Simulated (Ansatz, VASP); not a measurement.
## Sb: VASP beside Ansatz

```
Sb
1.0
     3.12240    0.00000    0.00000
     0.00000    4.34752    0.00000
    -0.03891    0.00000    4.40585
Sb
2
Direct
  0.98861 0.75000 0.75883
  0.01139 0.25000 0.24117
```

Alike in both runs: task single point; functional PBE; k mesh 3 × 1 × 1; occupations gaussian, width 0.1 eV; no spin polarisation.

|  | VASP | Ansatz |
| --- | --- | --- |
| version | VASP 6.6.1 | Ansatz 0.2.0 |
| potentials or method | VASP PAW PBE potentials, release 64 (Sb), cutoff 520 eV | scalar-relativistic, plane waves, PAW |
| valence electrons in the cell | 10 | 30 |

Ansatz gave:

- gap on the k mesh at the Fermi level (eV): none
- pressure (GPa): 12.9
- traceless stress, the component that is largest in VASP (GPa): -3.71
- rms of the force components (eV/Å): 0.320

Q: Estimate VASP's values.

A: gap on the k mesh at the Fermi level (eV): none; pressure (GPa): 13.1; traceless stress, the component that is largest in VASP (GPa): -3.89; rms of the force components (eV/Å): 0.329.

Atom by atom the forces differ by 0.009 eV/Å (rms over components). A gap of «none» marks a metal or a gap that the smearing closes. With one functional, cell and mesh, what is left measures potentials, basis and numerics. VASP's potentials hold 10 valence electrons a cell and Ansatz's 30, so a difference there can come from the potentials and not from the codes. Ansatz's warnings: band edges overlap.

The k mesh is coarse, so the values compare programs but aren't converged. Spin-orbit coupling is off throughout.
